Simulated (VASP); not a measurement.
NiMoIrPdW, 5 atoms in the cell. It takes space group P3m1 (No. 156, trigonal). Conventional cell: a = 4.174 Å, b = 4.174 Å, c = 5.452 Å, α = 90.00°, β = 90.00°, γ = 120.00°. Ni (site symmetry 3m) has 3 W at 2.41 Å and 3 Ir at 2.73 Å and 3 Pd at 2.84 Å within 3.2 Å. Within 3.4 Å of Mo (site symmetry 3m) lie 2 W at 2.51 to 2.94 Å and 3 Ir at 2.65 Å and 3 Pd at 2.87 Å and 3 Ni at 3.39 Å. Pd (site symmetry 3m) has 2 Ir at 2.67 to 2.78 Å and 3 W at 2.78 Å and 3 Ni at 2.84 Å and 3 Mo at 2.87 Å within 3.5 Å. Ir (site symmetry 3m) has 3 Mo at 2.65 Å and 2 Pd at 2.67 to 2.78 Å and 3 Ni at 2.73 Å and 3 W at 2.79 Å within 3.5 Å. Within 3.2 Å of W (site symmetry 3m) lie 3 Ni at 2.41 Å and 2 Mo at 2.51 to 2.94 Å and 3 Pd at 2.78 Å and 3 Ir at 2.79 Å. 

```yaml
Program: VASP 6.6.1
Task: single point
Functional: PBE
Potentials_or_basis: VASP PAW PBE potentials, release 64 (Ni, Mo_sv, Pd, Ir, W_sv)
Cutoff: 520 eV
k_mesh: 5 × 5 × 4
Occupations: fermi-dirac, width 0.05 eV
Spin: collinear spin, ferromagnetic start
Starting_moments: "[1.0, 1.0, 0.0, 0.6, 0.0] μB"
Dipole_correction: no
Further_INCAR_settings: ALGO = Normal; EDIFF = 1e-06; NBANDS = 40
```

Potentials or basis: VASP PAW PBE potentials, release 64 (Ni, Mo_sv, Pd, Ir, W_sv).

Run with:

```console
$ cat potpaw_PBE.64/Ni/POTCAR potpaw_PBE.64/Mo_sv/POTCAR potpaw_PBE.64/Pd/POTCAR potpaw_PBE.64/Ir/POTCAR potpaw_PBE.64/W_sv/POTCAR > POTCAR
$ mpirun -np 1 vasp_std > vasp.out
```

Hardware: 1 thread of Intel(R) Xeon(R) Platinum 8488C (Sapphire Rapids), on a shared host.

Question: How long does it take, and how much memory?

Answer: It took 3.3 min on 1 thread of Intel(R) Xeon(R) Platinum 8488C (Sapphire Rapids) (shared host), peak memory 0.37 GiB. Counts: scf iterations 17, k points 33.
